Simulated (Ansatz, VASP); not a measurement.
**One calculation of IrRu2, two programs**

```
Ru Ir
1.0
     2.76073    0.00000    0.00000
    -1.38036    2.39086    0.00000
     0.00000    0.00000   12.78683
Ru Ir
4 2
Direct
  0.33333 0.66667 0.08113
  0.33333 0.66667 0.41887
  0.66667 0.33333 0.58113
  0.66667 0.33333 0.91887
  0.33333 0.66667 0.75000
  0.66667 0.33333 0.25000
```

Alike in both runs: functional PBE; k mesh 6 × 6 × 2; occupations gaussian, width 0.1 eV; no spin polarisation.

Ansatz relaxed the structure, and its values are those at the end. VASP's run is a single point on that final structure, the one shown.

|  | VASP | Ansatz |
| --- | --- | --- |
| version | VASP 6.6.1 | Ansatz 0.2.0 |
| potentials or method | VASP PAW PBE potentials, release 64 (Ru_pv, Ir), cutoff 520 eV | scalar-relativistic, plane waves, PAW |
| valence electrons in the cell | 74 | 98 |

|  | VASP | Ansatz | Ansatz less VASP |
| --- | --- | --- | --- |
| gap on the k mesh at the Fermi level (eV) | none | none | - |
| pressure (GPa) | 0.0 | 0.0 | -0.05 |
| rms of the force components (eV/Å) | 0.007 | 0.002 | -0.0050 |

A gap of «none» marks a metal or a gap that the smearing closes. VASP's potentials hold 74 valence electrons a cell and Ansatz's 98, so a difference there can come from the potentials and not from the codes.

The k mesh is coarse, so the values compare programs but aren't converged. Spin-orbit coupling is off throughout.
